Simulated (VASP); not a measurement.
Here is a VASP 6.6.1 calculation.

File INCAR:

```
SYSTEM = SrO
ALGO = Normal ; EDIFF = 1E-8
ENCUT = 520 ; GGA = CA
ISIF = 2 ; ISMEAR = -1
LASPH = .True. ; LCHARG = .False.
LEFG = .True. ; LREAL = .False.
LWAVE = .False. ; NBANDS = 15
NELM = 100 ; PREC = Accurate
SIGMA = 0.02
```

The input KPOINTS:

```
k-points
0
Gamma
  8 8 8
  0 0 0
```

File POSCAR:

```
SrO
1.0
    0.0000000000      2.5525525005      2.5525525005
    2.5525525005      0.0000000000      2.5525525005
    2.5525525005      2.5525525005      0.0000000000
Sr O
1 1
Direct
    0.0000000000      0.0000000000      0.0000000000
    0.5000000000      0.5000000000      0.5000000000
```

Potentials or basis: VASP PAW LDA potentials, release 64 (Sr_sv, O).

Run with:

```sh
$ cat potpaw_LDA.64/Sr_sv/POTCAR potpaw_LDA.64/O/POTCAR > POTCAR
$ mpirun -np 1 vasp_std > vasp.out
```

Question: Estimate the band gap on the k mesh.

Answer: 3.08 eV, indirect (least direct gap 3.15 eV).

Question: What does it give for the pressure?

Answer: -1.6 GPa.

Caveat: without QUAD_EFG the Cq values of the log hold for a quadrupole moment of 1 mb, not for the nuclei. A k mesh can miss the band edges.
